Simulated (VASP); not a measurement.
# Pt (Cmcm) in VASP: further runs

The runs below take Pt through single point, with r2SCAN.

Everything below comes from runs of VASP 6.6.1. Logs are shortened: lines on timing, memory, paths and dates and some standing lists are left out, and cuts for length are marked.

**1. The cell of the first run**

Symmetry: Cmcm, No. 63, orthorhombic system. Conventional cell: a = 2.485 Å, b = 5.260 Å, c = 4.792 Å, α = 90.00°, β = 90.00°, γ = 90.00°. Within 3.3 Å of Pt (site symmetry m2m) lie 12 Pt at 2.48 to 2.97 Å.

**2. Single point, r2SCAN (strain -0.1000 x Voigt [1, -1, 0, 0, 0, 0])**

POSCAR

```
Pt
1.0
    2.4845990542      0.0000000000      0.0000000000
   -1.2422995271      2.6298872101      0.0000000000
    0.0000000000      0.0000000000      4.7921340000
Pt
2
Direct
    0.6666666667      0.3333333333      0.7500000000
    0.3333333333      0.6666666667      0.2500000000
```

INCAR.step1

```
SYSTEM = Pt
PREC     = Accurate       ! precision mode
ENCUT    = 520            ! plane-wave cutoff, eV
ISMEAR   = 0              ! smearing method
SIGMA    = 0.15           ! smearing width, eV
LREAL    = .False.        ! projectors in reciprocal space
LASPH    = .True.         ! aspherical terms in the spheres
NELM     = 100            ! most SCF steps
NBANDS   = 17             ! bands
GGA      = PE             ! functional
ALGO     = Normal         ! electronic algorithm
EDIFF    = 1E-4           ! SCF threshold, eV
LWAVE    = .True.         ! write WAVECAR
LCHARG   = .False.        ! write CHGCAR
```

INCAR.step2

```
SYSTEM = Pt
PREC     = Accurate       ! precision mode
ENCUT    = 520            ! plane-wave cutoff, eV
EDIFF    = 1E-6           ! SCF threshold, eV
ISMEAR   = 0              ! smearing method
SIGMA    = 0.15           ! smearing width, eV
LREAL    = .False.        ! projectors in reciprocal space
LASPH    = .True.         ! aspherical terms in the spheres
NELM     = 100            ! most SCF steps
ALGO     = Normal         ! electronic algorithm
ISIF     = 2              ! what is computed and relaxed
LWAVE    = .False.        ! write WAVECAR
LCHARG   = .True.         ! write CHGCAR
METAGGA  = R2SCAN         ! meta-GGA
LMIXTAU  = .True.       
LELF     = .True.         ! ELF
LVHAR    = .True.       
NBANDS   = 17             ! bands
ISTART   = 1
```

KPOINTS

```
regular mesh
0
Gamma
  18 18 10
  0 0 0
```

Potentials or basis: VASP PAW PBE potentials, release 64 (Pt).

Started as:

```sh
$ cat potpaw_PBE.64/Pt/POTCAR > POTCAR
$ cp INCAR.step1 INCAR
$ mpirun -np 1 vasp_std > vasp.out
$ cp INCAR.step2 INCAR
$ mpirun -np 1 vasp_std > vasp.out
```

OUTCAR:

```text
SYSTEM = Pt
   PREC = Accurate
   ENCUT = 520
   EDIFF = 1E-6
   ISMEAR = 0
   LREAL = .False.
   LASPH = .True.
   NELM = 100
   ISIF = 2
   METAGGA = R2SCAN
   ISTART = 1

 ion  position               nearest neighbor table
   1  0.667  0.333  0.750-   2 2.84   2 2.84   2 2.84   2 2.84   2 2.97   2 2.97
   2  0.333  0.667  0.250-   1 2.84   1 2.84   1 2.84   1 2.84   1 2.97   1 2.97

  LATTYP: Found a base centered orthorhombic cell.
 ALAT       =     2.4845990542
 B/A-ratio  =     2.1169509870
 C/A-ratio  =     1.9287353394

  Lattice vectors:

 A1 = (   1.2422995271,  -2.6298872101,   0.0000000000)
 A2 = (   1.2422995271,   2.6298872101,   0.0000000000)
 A3 = (   0.0000000000,   0.0000000000,   4.7921340000)

Analysis of symmetry for initial positions (statically):
=====================================================================
 Subroutine PRICEL returns:
 Original cell was already a primitive cell.

 Routine SETGRP: Setting up the symmetry group for a
 base centered orthorhombic supercell.

 Subroutine GETGRP returns: Found  8 space group operations
 (whereof  4 operations were pure point group operations)
 out of a pool of  8 trial point group operations.

The static configuration has the point symmetry C_2h.
 The point group associated with its full space group is D_2h.

Analysis of symmetry for dynamics (positions and initial velocities):
=====================================================================
 Subroutine PRICEL returns:
 Original cell was already a primitive cell.

 Routine SETGRP: Setting up the symmetry group for a
 base centered orthorhombic supercell.

 Subroutine GETGRP returns: Found  8 space group operations
 (whereof  4 operations were pure point group operations)
 out of a pool of  8 trial point group operations.

The dynamic configuration has the point symmetry C_2h.
 The point group associated with its full space group is D_2h.

 Subroutine INISYM returns: Found  8 space group operations
 (whereof  4 operations are pure point group operations),
 and found     1 'primitive' translations

----------------------------------------------------------------------------------------

                                     Primitive cell

  volume of cell :      31.3128

  direct lattice vectors                    reciprocal lattice vectors
     2.484599054  0.000000000  0.000000000     0.402479426  0.190122222  0.000000000
    -1.242299527  2.629887210  0.000000000     0.000000000  0.380244444  0.000000000
     0.000000000  0.000000000  4.792134000     0.000000000  0.000000000  0.208675300

  length of vectors
     2.484599054  2.908541706  4.792134000     0.445124867  0.380244444  0.208675300

  position of ions in fractional coordinates (direct lattice)
     0.666666667  0.333333333  0.750000000
     0.333333333  0.666666667  0.250000000

  ion indices of the primitive-cell ions
   primitive index   ion index
                 1           1
                 2           2

----------------------------------------------------------------------------------------

 KPOINTS: regular mesh

Automatic generation of k-mesh.
 Grid dimensions read from file:
 generate k-points for:   18   18   10

 Generating k-lattice:

  Cartesian coordinates                     Fractional coordinates (reciprocal lattice)
     0.022359968  0.010562346  0.000000000     0.055555556  0.000000000  0.000000000
     0.000000000  0.021124691  0.000000000     0.000000000  0.055555556  0.000000000
     0.000000000  0.000000000  0.020867530     0.000000000  0.000000000  0.100000000

  Length of vectors
     0.024729159  0.021124691  0.020867530

  Shift w.r.t. Gamma in fractional coordinates (k-lattice)
     0.000000000  0.000000000  0.000000000

 Subroutine IBZKPT returns following result:
 ===========================================

 Found    546 irreducible k-points:

 Following reciprocal coordinates:
            Coordinates               Weight
  0.000000  0.000000  0.000000      1.000000
  0.055556  0.000000  0.000000      4.000000
[... 44 lines left out ...]

 E-fermi :  10.2645     XC(G=0): -14.3095

 val. band max:       10.2624269060   @ k =   0.1111   0.3333   0.5000
 cond. band min:      10.2648298725   @ k =   0.3889   0.1111   0.0000
 fundamental gap:      0.0024029666
 Fermi energy:        10.2645444306

 k-point     1 :       0.0000    0.0000    0.0000
  band No.  band energies     occupation
      1       0.2515      2.00000
      2       2.7109      2.00000
      3       5.0675      2.00000
      4       5.1455      2.00000
      5       6.3951      2.00000
      6       7.8343      2.00000
[... 9 lines left out ...]
     16      28.0254      0.00000
     17      30.9610      0.00000

 k-point     2 :       0.0556    0.0000    0.0000
  band No.  band energies     occupation
      1       0.3941      2.00000
      2       2.8661      2.00000
      3       5.1715      2.00000
      4       5.2349      2.00000
      5       6.4371      2.00000
      6       7.7859      2.00000
[... 9 lines left out ...]
     16      28.2960      0.00000
     17      31.0247      0.00000

 k-point     3 :       0.1111    0.0000    0.0000
  band No.  band energies     occupation
      1       0.8083      2.00000
      2       3.3096      2.00000
      3       5.4035      2.00000
      4       5.5608      2.00000
      5       6.5531      2.00000
      6       7.5233      2.00000
[... 9 lines left out ...]
     16      28.9618      0.00000
     17      30.4192      0.00000

 k-point     4 :       0.1667    0.0000    0.0000
  band No.  band energies     occupation
      1       1.4514      2.00000
      2       3.9535      2.00000
      3       5.6665      2.00000
      4       6.1309      2.00000
      5       6.7231      2.00000
      6       6.7688      2.00000
[... 9 lines left out ...]
     16      28.2945      0.00000
     17      30.3644      0.00000
[... 343 lines left out ...]
      1       3.9279      2.00000
      2       4.2555      2.00000
      3       4.4743      2.00000
      4       5.9566      2.00000
      5       6.6129      2.00000
      6       7.4352      2.00000
[... 9 lines left out ...]
     16      25.5675      0.00000
     17      26.8843      0.00000

 k-point    23 :      -0.3333    0.0556    0.0000
  band No.  band energies     occupation
      1       3.5481      2.00000
      2       4.5806      2.00000
      3       4.8927      2.00000
      4       6.3042      2.00000
      5       6.3131      2.00000
      6       6.9341      2.00000
[... 9 lines left out ...]
     16      26.4008      0.00000
     17      29.1343      0.00000

 k-point    24 :      -0.2778    0.0556    0.0000
  band No.  band energies     occupation
      1       2.8383      2.00000
      2       4.7705      2.00000
      3       5.4552      2.00000
      4       6.1922      2.00000
      5       6.7407      2.00000
      6       6.7597      2.00000
[... 9 lines left out ...]
     16      27.4193      0.00000
     17      29.6914      0.00000

 [... further k-points ...]

------------------------ aborting loop because EDIFF is reached ----------------------------------------

  FORCE on cell =-STRESS in cart. coord.  units (eV):
  Direction    XX          YY          ZZ          XY          YZ          ZX
  --------------------------------------------------------------------------------------
  -------------------------------------------------------------------------------------
  Total        8.6602490     -2.8483773     -1.4641722      0.0000000     -0.0000000      0.0000000
  in kB      443.1171586   -145.7423292    -74.9169957      0.0000000     -0.0000000      0.0000000
  external PRESSURE =      74.1526112 kB  Pullay stress =       0.0000000 kB

 VOLUME and BASIS-vectors are now :
 -----------------------------------------------------------------------------
  energy-cutoff  :      520.00
  volume of cell :       31.31
      direct lattice vectors                 reciprocal lattice vectors
     2.484599054  0.000000000  0.000000000     0.402479426  0.190122222  0.000000000
    -1.242299527  2.629887210  0.000000000     0.000000000  0.380244444  0.000000000
     0.000000000  0.000000000  4.792134000     0.000000000  0.000000000  0.208675300

 POSITION                                       TOTAL-FORCE (eV/Angst)
 -----------------------------------------------------------------------------------
      1.24230      0.87663      3.59410         0.000000     -0.033090      0.000000
     -0.00000      1.75326      1.19803         0.000000      0.033090     -0.000000
 -----------------------------------------------------------------------------------
    total drift:                               -0.000000      0.000000     -0.000000

  FREE ENERGIE OF THE ION-ELECTRON SYSTEM (eV)
  ---------------------------------------------------
  free  energy   TOTEN  =      -102.3505674392 eV

  energy  without entropy=     -102.3186790108  energy(sigma->0) =     -102.33462323
```

Wall time 22 min (1 thread of Oxide Virtual Turin-like, shared host); peak memory 0.32 GiB.

What came out:

```
Free energy            : -102.3506 eV
Pressure               : 7.4 GPa
Largest force          : 0.033 eV/Å
Band gap on the k mesh : zero (bands 10 and 11 overlap by 1.58 eV)
```

Forces in eV/Å, atoms in the order of the input:
```
Pt   0.000 -0.033  0.000
Pt   0.000  0.033  0.000
```

Stress tensor (GPa, compression positive):
```
 44.31   0.00   0.00
  0.00 -14.57   0.00
  0.00   0.00  -7.49
```

Levels at points of the mesh, in eV from the Fermi level:
| k point | band 8 | band 9 | band 10 | band 11 | band 12 | band 13 |
| --- | --- | --- | --- | --- | --- | --- |
| (0.00, 0.00, 0.00) | -1.40 | -1.25 | -0.68 | -0.58 | 0.26 | 4.86 |
| (0.50, 0.00, 0.00) | -0.26 | -0.01 | 0.20 | 3.47 | 5.38 | 9.25 |
| (0.00, 0.50, 0.00) | 0.27 | 0.48 | 0.52 | 1.62 | 2.80 | 6.19 |
| (0.00, 0.00, 0.50) | -1.79 | -1.23 | -1.23 | -0.20 | -0.20 | 12.54 |
| (0.50, 0.00, 0.50) | -0.86 | 0.44 | 0.44 | 2.71 | 2.71 | 8.64 |
| (0.00, 0.50, 0.50) | -0.88 | 0.42 | 0.42 | 1.10 | 1.10 | 5.01 |

Caveat: the cell differs from its parent crystal (strain -0.1000 x Voigt [1, -1, 0, 0, 0, 0]); the stress differs along the axes, from -15 to 44 GPa; the PAW data sets were made with another functional, which shifts forces and pressure a little; spin-orbit coupling is left out, which moves the levels of the heavy elements.

(Continued in part 2 of 2.)
